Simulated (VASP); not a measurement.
# Ta2N (P-31m) in VASP: a series of runs, part 2 of 2

VASP 6.6.1. The steps go on from the part before.

**6. Single point, LDA (c/a of the conventional cell at fixed volume 1.0087)**

Contents of INCAR:

```
SYSTEM = Ta2N
PREC = Accurate ; ENCUT = 520
EDIFF = 1E-6 ; ISMEAR = 0
SIGMA = 0.15 ; LREAL = .FALSE.
LASPH = .TRUE. ; NELM = 80
ALGO = Normal ; ISIF = 2
LWAVE = .FALSE. ; LCHARG = .FALSE.
GGA = CA ; NBANDS = 50
```

Contents of KPOINTS:

```
regular mesh
0
G
  9 9 8
  0 0 0
```

Contents of POSCAR:

```
Ta2N
1.0
    5.0963826899      0.0000000000      0.0000000000
   -2.5481913449      4.4135968768      0.0000000000
    0.0000000000      0.0000000000      5.1407212193
Ta N
6 3
Direct
    0.6191173904      0.6191173904      0.7526041962
    0.0000000000      0.3808826096      0.7526041962
    0.3808826096      0.0000000000      0.7526041962
    0.3808826096      0.3808826096      0.2473958038
    0.0000000000      0.6191173904      0.2473958038
    0.6191173904      0.0000000000      0.2473958038
    0.6666666667      0.3333333333      0.5000000000
    0.3333333333      0.6666666667      0.5000000000
    0.0000000000      0.0000000000      0.0000000000
```

Potentials or basis: VASP PAW LDA potentials, release 64 (Ta_pv, N).

The run is started by

```
cat potpaw_LDA.64/Ta_pv/POTCAR potpaw_LDA.64/N/POTCAR > POTCAR
mpirun -np 1 vasp_std > vasp.out
```

OUTCAR:

```text
SYSTEM = Ta2N
   PREC = Accurate
   ENCUT = 520
   EDIFF = 1E-6
   ISMEAR = 0
   LREAL = .FALSE.
   LASPH = .TRUE.
   NELM = 80
   ISIF = 2
   GGA = CA

 ion  position               nearest neighbor table
   1  0.619  0.619  0.753-   7 2.05   8 2.05   9 2.32   3 2.76   3 2.76   2 2.76   2 2.76   4 2.82
                             4 2.87   6 3.20   5 3.20   6 3.24   5 3.24   2 3.36   3 3.36
   2  0.000  0.381  0.753-   7 2.05   8 2.05   9 2.32   3 2.76   1 2.76   3 2.76   1 2.76   5 2.82
                             5 2.87   6 3.20   4 3.20   6 3.24   4 3.24   1 3.36   3 3.36
   3  0.381  0.000  0.753-   8 2.05   7 2.05   9 2.32   1 2.76   2 2.76   1 2.76   2 2.76   6 2.82
                             6 2.87   4 3.20   5 3.20   4 3.24   5 3.24   2 3.36   1 3.36
[... 1501 lines left out ...]
 -----------------------------------------------------------------------------
  energy-cutoff  :      520.00
  volume of cell :      115.63
      direct lattice vectors                 reciprocal lattice vectors
     5.096382690  0.000000000  0.000000000     0.196217604  0.113286286  0.000000000
    -2.548191345  4.413596877  0.000000000     0.000000000  0.226572573  0.000000000
     0.000000000  0.000000000  5.140721219     0.000000000  0.000000000  0.194525234

 POSITION                                       TOTAL-FORCE (eV/Angst)
 -----------------------------------------------------------------------------------
      1.57763      2.73253      3.86893         3.249603      5.628477      1.725262
     -0.97056      1.68106      3.86893         3.249603     -5.628477      1.725262
      1.94112      0.00000      3.86893        -6.499205     -0.000000      1.725262
      0.97056      1.68106      1.27179        -3.249603     -5.628477     -1.725262
     -1.57763      2.73253      1.27179        -3.249603      5.628477     -1.725262
      3.15526      0.00000      1.27179         6.499205      0.000000     -1.725262
      2.54819      1.47120      2.57036         0.000000      0.000000      0.000000
     -0.00000      2.94240      2.57036         0.000000     -0.000000      0.000000
      0.00000      0.00000      0.00000         0.000000      0.000000      0.000000
 -----------------------------------------------------------------------------------
    total drift:                                0.000000     -0.000000      0.000000

  FREE ENERGIE OF THE ION-ELECTRON SYSTEM (eV)
  ---------------------------------------------------
  free  energy   TOTEN  =      -108.9628210223 eV

  energy  without entropy=     -108.9252057432  energy(sigma->0) =     -108.94401338
```

OSZICAR:

```text
N       E                     dE             d eps       ncg     rms          rms(c)
DAV:   1     0.846636671728E+03    0.84664E+03   -0.44275E+04  8100   0.171E+03
DAV:   2    -0.562347935361E+02   -0.90287E+03   -0.87196E+03  8832   0.512E+02
DAV:   3    -0.117263814514E+03   -0.61029E+02   -0.58949E+02 10184   0.119E+02
DAV:   4    -0.118763014486E+03   -0.14992E+01   -0.14826E+01  9776   0.176E+01
DAV:   5    -0.118801945298E+03   -0.38931E-01   -0.38861E-01 10296   0.237E+00    0.548E+01
DAV:   6    -0.109847026425E+03    0.89549E+01   -0.55078E+01  9736   0.305E+01    0.265E+01
DAV:   7    -0.109151325864E+03    0.69570E+00   -0.51202E+00  9976   0.948E+00    0.125E+01
DAV:   8    -0.108984305992E+03    0.16702E+00   -0.91506E-01 10750   0.426E+00    0.180E+00
DAV:   9    -0.108963892801E+03    0.20413E-01   -0.10184E-01  9814   0.148E+00    0.502E-01
DAV:  10    -0.108963608071E+03    0.28473E-03   -0.26608E-02 10584   0.679E-01    0.273E-01
DAV:  11    -0.108963445465E+03    0.16261E-03   -0.13013E-02 10512   0.459E-01    0.154E-01
DAV:  12    -0.108962816617E+03    0.62885E-03   -0.33924E-03 10640   0.211E-01    0.334E-02
DAV:  13    -0.108962821437E+03   -0.48201E-05   -0.35298E-04  9616   0.675E-02    0.117E-02
DAV:  14    -0.108962821007E+03    0.42974E-06   -0.16755E-05  9376   0.169E-02    0.306E-03
DAV:  15    -0.108962821022E+03   -0.14945E-07   -0.17123E-06  6688   0.526E-03
   1 F= -.10896282E+03 E0= -.10894401E+03  d E =-.376153E-01
```

stdout:

```text
POSCAR found type information on POSCAR TaN
 POSCAR found :  2 types and       9 ions
 scaLAPACK will be used
 LDA part: xc-table for (Slater(with rela. corr.)+CA(PZ))
 , standard interpolation
 POSCAR, INCAR and KPOINTS ok, starting setup
 FFT: planning ... GRIDC
 FFT: planning ... GRID_SOFT
 FFT: planning ... GRID
 WAVECAR not read
 entering main loop
```

It took 12 min on 1 thread of Oxide Virtual Turin-like, shared host; peak memory 0.4 GiB.

Results:

* Free energy: -108.9628 eV
* Pressure: 18.1 GPa
* Largest force: 6.724 eV/Å

Forces on the atoms (eV/Å):
```
Ta   3.250  5.628  1.725
Ta   3.250 -5.628  1.725
Ta  -6.499  0.000  1.725
Ta  -3.250 -5.628 -1.725
Ta  -3.250  5.628 -1.725
Ta   6.499  0.000 -1.725
N    0.000  0.000  0.000
N    0.000  0.000  0.000
N    0.000  0.000  0.000
```

Stress tensor (GPa, compression positive):
```
25.67  0.00  0.00
 0.00 25.67  0.00
 0.00  0.00  3.06
```

Caveat: spin-orbit coupling is left out, which moves the levels of the heavy elements; forces of over 1 eV/Å act on the atoms, so gaps and moduli don't describe the material at rest.

**7. The runs side by side**

```csv
cell,gap on the mesh (eV),pressure (GPa),largest force (eV/Å)
"a = 5.195, b = 5.195, c = 4.948 Å, angles 90.0, 90.0, 120.0°, 9 atoms",none,1.5,0.06
"a = 5.096, b = 5.096, c = 5.141 Å, angles 90.0, 90.0, 120.0°, 9 atoms",none,18.1,6.72
"a = 5.128, b = 5.128, c = 5.077 Å, angles 90.0, 90.0, 120.0°, 9 atoms",none,5.8,3.43
"a = 5.376, b = 5.376, c = 4.619 Å, angles 90.0, 90.0, 120.0°, 9 atoms",none,9.1,4.02
```

Some of these runs hold the atoms at other places in the same cell, which the table doesn't show; runs alike in all that it shows share one row.

Alike in all rows: task single point; level LDA; potentials or basis VASP PAW LDA potentials, release 64 (Ta_pv, N); no spin polarisation; k mesh 9 × 9 × 8; cutoff (eV) 520; smearing gaussian 0.15 eV.

Caveats: spin-orbit coupling is left out, which moves the levels of the heavy elements; forces of over 1 eV/Å act on the atoms, so gaps and moduli don't describe the material at rest (some runs).

Absolute energies hang on the potentials; compare differences alone.
